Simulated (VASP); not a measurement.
Set up this calculation in VASP 6.6.1, as the native input.

```yaml
Task: single point
Functional: PBE
Potentials_or_basis: VASP PAW PBE potentials, release 64 (Mg)
Cutoff: 520 eV
k_mesh: 12 × 12 × 8
Occupations: gaussian, width 0.1 eV
Spin: no spin polarisation
Dipole_correction: no
Further_INCAR_settings: ALGO = Normal; EDIFF = 1e-06; NBANDS = 9
```

The structure of Mg lies in POSCAR:

```
Mg
1.0
    3.2146377191      0.0000000000      0.0000000000
   -1.6073188596      2.7839579287      0.0000000000
    0.0000000000      0.0000000000      5.1244855918
Mg
2
Direct
    0.3333333333      0.6666666667      0.2500000000
    0.6666666667      0.3333333333      0.7500000000
```

One way to write it, as run:

INCAR

```
SYSTEM = Mg
ALGO = Normal
EDIFF = 1E-6
ENCUT = 520
GGA = PE
ISIF = 2
ISMEAR = 0
LASPH = .True.
LCHARG = .False.
LREAL = .False.
LWAVE = .False.
NBANDS = 9
NELM = 80
PREC = Accurate
SIGMA = 0.1
```

KPOINTS

```
k-points
0
Gamma
  12 12 8
  0 0 0
```

Potentials or basis: VASP PAW PBE potentials, release 64 (Mg).

Launch:

```bash
$ cat potpaw_PBE.64/Mg/POTCAR > POTCAR
$ mpirun -np 1 vasp_std > vasp.out
```

It gave:

* Pressure: -0.1 GPa
* Band gap on the k mesh: zero (band 2 reaches 3.59 eV, above the bottom of band 3 at 1.57 eV)

Wall time 9.2 s on 1 thread of Intel(R) Xeon(R) 6975P-C (Granite Rapids), with other jobs on the host, peak memory 0.17 GiB.
